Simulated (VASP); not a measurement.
# Al3Si8N3 in VASP: further runs

The runs below take Al3Si8N3 through single point, with PBE.

Program: VASP 6.6.1. These are calculated values, not measurements. Logs are shortened: lines on timing, memory, paths and dates and some standing lists are left out, and cuts for length are marked.

### Step 1. The cell of the first run

The cell holds a disordered packing, 14 atoms: a = 5.779 Å, b = 5.948 Å, c = 6.533 Å, α = 88.72°, β = 94.71°, γ = 91.30°.

### Step 2. Single point, PBE

INCAR reads:

```
SYSTEM = Al3Si8N3
  ALGO = Normal
  EDIFF = 1E-6
  ENCUT = 520
  GGA = PE
  GGA_COMPAT = .FALSE.
  ISIF = 2
  ISMEAR = -1
  ISYM = -1
  LASPH = .TRUE.
  LCHARG = .TRUE.
  LELF = .TRUE.
  LREAL = .FALSE.
  LVHAR = .TRUE.
  LWAVE = .FALSE.
  NBANDS = 41
  NELM = 120
  PREC = Accurate
  SIGMA = 0.3447
```

KPOINTS reads:

```
explicit points
1
Reciprocal
  0.25000000   0.25000000   0.25000000 1
```

POSCAR reads:

```
Al3Si8N3
1.0
    5.7732050000     -0.0648510000     -0.2515370000
   -0.0648510000      5.9471390000      0.0684970000
   -0.2515370000      0.0684970000      6.5273540000
Al N Si
3 3 8
Direct
    0.4008595452      0.9485161170      0.0322342712
    0.1120845681      0.3871359617      0.1586408159
    0.2412727234      0.9961906994      0.4522711565
    0.8855067115      0.6152597232      0.9062864151
    0.5018208838      0.3940266073      0.7045795094
    0.9708914123     -0.1472458489      0.2741990111
    0.9817577367      0.7560963662      0.6797054462
    0.7530614786      0.7222325798      0.1412944755
    0.9380315937      0.1041390540      0.8392171530
    0.3195521441      0.4978891092      0.9041788261
    0.4442262272      0.5920934805      0.5118222032
    0.0533257928      0.3627408713      0.5642852752
    0.7842515249      0.1182656007      0.3065759015
    0.5588245835      0.0450863610      0.7112789928
```

Potentials or basis: VASP PAW PBE potentials, release 64 (Al, N, Si).

Run with:

```sh
> cat potpaw_PBE.64/Al/POTCAR potpaw_PBE.64/N/POTCAR potpaw_PBE.64/Si/POTCAR > POTCAR
> mpirun -np 1 vasp_std > vasp.out
```

OUTCAR:

```text
SYSTEM = Al3Si8N3
   EDIFF = 1E-6
   ENCUT = 520
   GGA = PE
   ISIF = 2
   ISMEAR = -1
   ISYM = -1
   LASPH = .TRUE.
   LREAL = .FALSE.
   NELM = 120
   PREC = Accurate

 ion  position               nearest neighbor table
   1  0.401  0.949  0.032-  14 2.41   8 2.51  10 2.84  13 2.91   3 2.99   9 3.02   2 3.29
   2  0.112  0.387  0.159-  10 2.21   4 2.43  13 2.68  12 2.70   9 2.82   8 2.90   3 3.05  11 3.13
                             1 3.29
   3  0.241  0.996  0.452-   6 2.05  14 2.41   7 2.58  12 2.60  11 2.70  13 2.84   1 2.99   2 3.05

   4  0.886  0.615  0.906-   7 1.81   8 1.90   2 2.43
   5  0.502  0.394  0.705-  11 1.72  10 1.87  14 2.11
   6  0.971  0.853  0.274-   8 1.66  13 1.96   3 2.05
   7  0.982  0.756  0.680-   4 1.81   9 2.37  12 2.53   3 2.58  10 2.81  14 3.04
   8  0.753  0.722  0.141-   6 1.66   4 1.90   1 2.51  13 2.61   2 2.90  10 3.12
   9  0.938  0.104  0.839-  14 2.30   7 2.37  12 2.46   2 2.82   1 3.02
  10  0.320  0.498  0.904-   5 1.87   2 2.21  12 2.72  11 2.76   7 2.81   1 2.84   8 3.12
  11  0.444  0.592  0.512-   5 1.72  12 2.65   3 2.70  10 2.76  14 3.05   2 3.13
  12  0.053  0.363  0.564-   9 2.46   7 2.53   3 2.60  13 2.64  11 2.65   2 2.70  10 2.72
  13  0.784  0.118  0.307-   6 1.96   8 2.61  12 2.64   2 2.68   3 2.84   1 2.91  14 3.06
  14  0.559  0.045  0.711-   5 2.11   9 2.30   1 2.41   3 2.41   7 3.04  11 3.05  13 3.06

IMPORTANT INFORMATION: All symmetrisations will be switched off!
NOSYMM: (Re-)initialisation of all symmetry stuff for point group C_1.

----------------------------------------------------------------------------------------

                                     Primitive cell

  volume of cell :     223.6819

  direct lattice vectors                    reciprocal lattice vectors
     5.773205000 -0.064851000 -0.251537000     0.173524922  0.001815417  0.006667876
    -0.064851000  5.947139000  0.068497000     0.001815417  0.168187398 -0.001694973
    -0.251537000  0.068497000  6.527354000     0.006667876 -0.001694973  0.153476174

  length of vectors
     5.779045984  5.947887001  6.532557917     0.173662474  0.168205735  0.153630301

  position of ions in fractional coordinates (direct lattice)
     0.400859545  0.948516117  0.032234271
     0.112084568  0.387135962  0.158640816
     0.241272723  0.996190699  0.452271156
     0.885506711  0.615259723  0.906286415
     0.501820884  0.394026607  0.704579509
     0.970891412  0.852754151  0.274199011
     0.981757737  0.756096366  0.679705446
     0.753061479  0.722232580  0.141294475
     0.938031594  0.104139054  0.839217153
     0.319552144  0.497889109  0.904178826
     0.444226227  0.592093480  0.511822203
     0.053325793  0.362740871  0.564285275
     0.784251525  0.118265601  0.306575901
     0.558824583  0.045086361  0.711278993

  ion indices of the primitive-cell ions
   primitive index   ion index
                 1           1
                 2           2
                 3           3
                 4           4
                 5           5
                 6           6
                 7           7
                 8           8
                 9           9
                10          10
                11          11
                12          12
                13          13
                14          14

----------------------------------------------------------------------------------------

 KPOINTS: explicit points

Read explicit list of k-points.

 Found      1 k-points:

 Following reciprocal coordinates:
            Coordinates               Weight
  0.250000  0.250000  0.250000      1.000000
   k-points           NKPTS =      1   k-points in BZ     NKDIM =      1   number of bands    NBANDS=     41
   number of dos      NEDOS =    301   number of ions     NIONS =     14
   total plane-waves  NPLWV = 115200
   dimension x,y,z NGX =    48 NGY =   48 NGZ =   50
   dimension x,y,z NGXF=    96 NGYF=   96 NGZF=  100
   ions per type =               3   3   8
   NGX,Y,Z   is equivalent  to a cutoff of  13.81, 13.42, 12.72 a.u.
   NGXF,Y,Z  is equivalent  to a cutoff of  27.62, 26.83, 25.45 a.u.
 SYSTEM =  Al3Si8N3
   PREC   = accura    normal or accurate (medium, high low for compatibility)
   ISTART =      0    job   : 0-new  1-cont  2-samecut
   ICHARG =      2    charge: 1-file 2-atom 10-const
   ISPIN  =      1    spin polarized calculation?
   LNONCOLLINEAR =      F non collinear calculations
   LSORBIT =      F    spin-orbit coupling
   LASPH  =      T    aspherical Exc in radial PAW
   ENCUT  =  520.0 eV  38.22 Ry    6.18 a.u.  10.75 11.06 12.15*2*pi/ulx,y,z
   NELM   =    120;   NELMIN=  2; NELMDL= -5     # of ELM steps
   EDIFF  = 0.1E-05   stopping-criterion for ELM
   LREAL  =      F    real-space projection
   EDIFFG = 0.1E-04   stopping-criterion for IOM
   NSW    =      0    number of steps for IOM
   IBRION =     -1    ionic relax: 0-MD 1-quasi-New 2-CG
   NFREE  =      0    steps in history (QN), initial steepest desc. (CG)
   ISIF   =      2    stress and relaxation
   ISYM   =     -1    0-nonsym 1-usesym 2-fastsym
   POTIM  = 0.5000    time-step for ionic-motion
   TEBEG  =    0.0;   TEEND  =   0.0 temperature during run
   PSTRESS=    0.0 pullay stress
   NELECT =      56.0000    total number of electrons
   NUPDOWN=      -1.0000    fix difference up-down
   EMIN   =  10.00;   EMAX   =-10.00  energy-range for DOS
   EFERMI =   0.00;   METHOD = LEGACY
   ISMEAR =    -1;   SIGMA  =   0.34  broadening in eV -4-tet -1-fermi 0-gaus
   EFERMI_NEDOS =   21; number of points for ismear=-14 and -15
   IALGO  =     38    algorithm
   IMIX   =      4    mixing-type and parameters
     AMIX     =   0.40;   BMIX     =  1.00
     AMIX_MAG =   1.60;   BMIX_MAG =  1.00
  volume/ion in A,a.u.               =      15.98       107.82
  Fermi-wavevector in a.u.,A,eV,Ry     =   1.031796  1.949812 14.484805  1.064603
  Thomas-Fermi vector in A             =   2.165962
   LORBIT       =      0    0 simple, 1 ext, 2 COOP (PROOUT), +10 PAW based schemes
   GGA     = PE    functional components
   LHFCALC =     F    Hartree Fock is set to
   AEXX    =    0.0000 exact exchange contribution
   IVDW    =     0    specifies the selected vdW correction
   LEPSILON=     F    determine dielectric tensor
   LRPA    =     F    only Hartree local field effects (RPA)
 non-spin polarized calculation
  energy-cutoff  :      520.00
  volume of cell :      223.68
 maximum number of plane-waves:      6017
 NGX is ok and might be reduce to    42
   NGX = 21   NGY = 23   NGZ = 25

 number of electron      56.0000001 magnetization

 Free energy of the ion-electron system (eV)
  ---------------------------------------------------
  ext. energy  EPLUGINS =         0.00000000
  ---------------------------------------------------
  free energy    TOTEN  =       -74.31025328 eV

  energy without entropy =      -72.30017774  energy(sigma->0) =      -73.30521551

 E-fermi :   6.7679     XC(G=0): -10.1032

 val. band max:        6.4910914509   @ k =   0.2500   0.2500   0.2500
 cond. band min:       6.8497635524   @ k =   0.2500   0.2500   0.2500
 fundamental gap:      0.3586721015
 Fermi energy:         6.7679153893

 k-point     1 :       0.2500    0.2500    0.2500
  band No.  band energies     occupation
      1      -9.5909      2.00000
      2      -9.4255      2.00000
      3      -8.1308      2.00000
      4      -3.8804      2.00000
      5      -3.2751      2.00000
      6      -2.6526      2.00000
      7      -1.7388      2.00000
      8      -1.4793      2.00000
      9      -0.6420      2.00000
     10       0.1011      2.00000
     11       0.5643      2.00000
     12       0.8068      2.00000
     13       1.2302      2.00000
     14       1.5900      2.00000
     15       1.9750      2.00000
     16       2.1932      2.00000
     17       2.5658      1.99999
     18       2.9117      1.99997
     19       3.2529      1.99993
     20       3.6449      1.99977
     21       3.8074      1.99963
     22       4.3204      1.99835
     23       4.6740      1.99541
     24       5.2170      1.97801
     25       5.6193      1.93103
     26       5.7941      1.88805
     27       6.2698      1.61850
     28       6.4911      1.38127
     29       6.8498      0.88183
     30       7.6301      0.15152
     31       7.8081      0.09327
     32       7.9934      0.05557
     33       8.3722      0.01886
     34       8.7806      0.00581
     35       9.1527      0.00198
     36       9.4980      0.00073
     37       9.7131      0.00039
     38      10.2549      0.00008
     39      10.4682      0.00004
     40      10.7068      0.00002
 [bands above 40 left out]

------------------------ aborting loop because EDIFF is reached ----------------------------------------

  FORCE on cell =-STRESS in cart. coord.  units (eV):
  Direction    XX          YY          ZZ          XY          YZ          ZX
  --------------------------------------------------------------------------------------
  -------------------------------------------------------------------------------------
  Total       -1.4634070     -3.2246437     -4.6696432      1.7304465     -3.9998571     -0.6204964
  in kB      -10.4820155    -23.0973104    -33.4474781     12.3947526    -28.6499691     -4.4444591
  external PRESSURE =     -22.3422680 kB  Pullay stress =       0.0000000 kB

 VOLUME and BASIS-vectors are now :
 -----------------------------------------------------------------------------
  energy-cutoff  :      520.00
  volume of cell :      223.68
      direct lattice vectors                 reciprocal lattice vectors
     5.773205000 -0.064851000 -0.251537000     0.173524922  0.001815417  0.006667876
    -0.064851000  5.947139000  0.068497000     0.001815417  0.168187398 -0.001694973
    -0.251537000  0.068497000  6.527354000     0.006667876 -0.001694973  0.153476174

 POSITION                                       TOTAL-FORCE (eV/Angst)
 -----------------------------------------------------------------------------------
      2.24462      5.61717      0.17454        -0.641574     -0.007444      0.818254
      0.58208      2.30595      1.03383        -1.397147     -0.766989      1.113259
      1.21455      5.93982      2.95968        -0.542783     -0.687348     -1.865476
      4.84435      3.66369      5.73506        -0.287890     -0.006590      2.469637
      2.69433      2.35905      4.49980        -0.990786     -0.811433      1.469088
      5.48088      5.02727      1.60399         1.862920      2.560515      1.885499
      5.44788      4.47950      4.24152        -0.336051     -2.146940      1.369714
      4.26520      4.25606      0.78233        -0.441791     -1.638510     -2.583902
      5.19760      0.61598      5.24905         1.341274      1.020402      0.508838
      1.58512      3.00223      5.85562         2.271586      1.049263     -2.807237
      2.39747      3.52751      3.26966         0.245160      0.019484     -1.212135
      0.14240      2.19246      3.69472        -0.673603     -0.245954     -0.099778
      4.44286      0.67348      1.81196        -0.263652     -0.505118     -0.104644
      3.04437      0.28061      4.50529        -0.145663      2.166661     -0.961118
 -----------------------------------------------------------------------------------
    total drift:                                0.000075     -0.000212      0.000795

  FREE ENERGIE OF THE ION-ELECTRON SYSTEM (eV)
  ---------------------------------------------------
  free  energy   TOTEN  =       -74.3102532793 eV

  energy  without entropy=      -72.3001777376  energy(sigma->0) =      -73.30521551
```

Wall time 32 s (1 thread of Intel Xeon 8259CL, shared host); peak memory 0.32 GiB.

What came out:

| Quantity | Value |
| --- | --- |
| Free energy | -74.3103 eV |
| Pressure | -2.2 GPa |
| Largest force | 3.761 eV/Å |

Forces on the atoms (eV/Å):
```
Al  -0.642 -0.007  0.818
Al  -1.397 -0.767  1.113
Al  -0.543 -0.687 -1.865
N   -0.288 -0.007  2.470
N   -0.991 -0.811  1.469
N    1.863  2.561  1.885
Si  -0.336 -2.147  1.370
Si  -0.442 -1.639 -2.584
Si   1.341  1.020  0.509
Si   2.272  1.049 -2.807
Si   0.245  0.019 -1.212
Si  -0.674 -0.246 -0.100
Si  -0.264 -0.505 -0.105
Si  -0.146  2.167 -0.961
```

Levels at points of the mesh, in eV from the Fermi level:
```tsv
k point	band 24	band 25	band 26	band 27	band 28	band 29	band 30	band 31	band 32	band 33
(0.25, 0.25, 0.25)	-1.55	-1.15	-0.97	-0.50	-0.28	0.08	0.86	1.04	1.23	1.60
```

Caveat: the atoms stand as in a frame of molecular dynamics; so wide a smearing shifts energies and pressures.

[end of part 1 of 2]
